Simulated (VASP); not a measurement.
Input of a VASP 6.6.1 run:

The input INCAR:

```
SYSTEM = V3S4
PREC = Accurate ; ENCUT = 520
EDIFF = 1E-6 ; ISMEAR = -1
SIGMA = 0.1 ; LREAL = .False.
LASPH = .True. ; NELM = 150
ALGO = Normal ; ISIF = 2
LWAVE = .False. ; LCHARG = .True.
ISPIN = 2 ; MAGMOM = 2 2 2 2 2 2 0 0 0 0 0 0 0 0
LORBIT = 11 ; LMAXMIX = 4
LDAU = .True. ; LDAUTYPE = 2
LDAUL = 2 -1 ; LDAUU = 3.4 0
LDAUJ = 0 0 ; LDAUPRINT = 1
GGA = PS ; LELF = .True.
LVHAR = .True. ; NBANDS = 80
```

Contents of KPOINTS:

```
regular mesh
0
Gamma
  2 2 5
  0 0 0
```

The input POSCAR:

```
V3S4
1.0
    9.0990021000      0.0000000000      0.0000000000
   -4.5495010500      7.8799669700      0.0000000000
    0.0000000000      0.0000000000      3.2970000000
V S
6 8
Direct
    0.4875000000      0.1214000000      0.2500000000
    0.3661000000      0.4875000000      0.7500000000
    0.8786000000      0.3661000000      0.2500000000
    0.5125000000      0.8786000000      0.7500000000
    0.6339000000      0.5125000000      0.2500000000
    0.1214000000      0.6339000000      0.7500000000
    0.3473000000      0.2967000000      0.2500000000
    0.0506000000      0.3473000000      0.7500000000
    0.7033000000      0.0506000000      0.2500000000
    0.6527000000      0.7033000000      0.7500000000
    0.9494000000      0.6527000000      0.2500000000
    0.2967000000      0.9494000000      0.7500000000
    0.3333333300      0.6666666700      0.2500000000
    0.6666666700      0.3333333300      0.7500000000
```

Potentials or basis: VASP PAW PBE potentials, release 64 (V_sv, S).

Run with:

```sh
$ cat potpaw_PBE.64/V_sv/POTCAR potpaw_PBE.64/S/POTCAR > POTCAR
$ mpirun -np 1 vasp_std > vasp.out
```

**Question.** What does it give for the net moment?

**Answer.** 13.37 μB per cell.

**Question.** Predict the pressure.

**Answer.** 12.3 GPa.

Stress tensor (GPa, compression positive):
```
10.49  0.00  0.00
 0.00 10.49  0.00
 0.00  0.00 16.04
```

Caveat: the k points lie up to 0.40 Å⁻¹ apart; the PAW data sets were made with another functional, which shifts forces and pressure a little. The state reached can hang on the start; a lower one may exist.
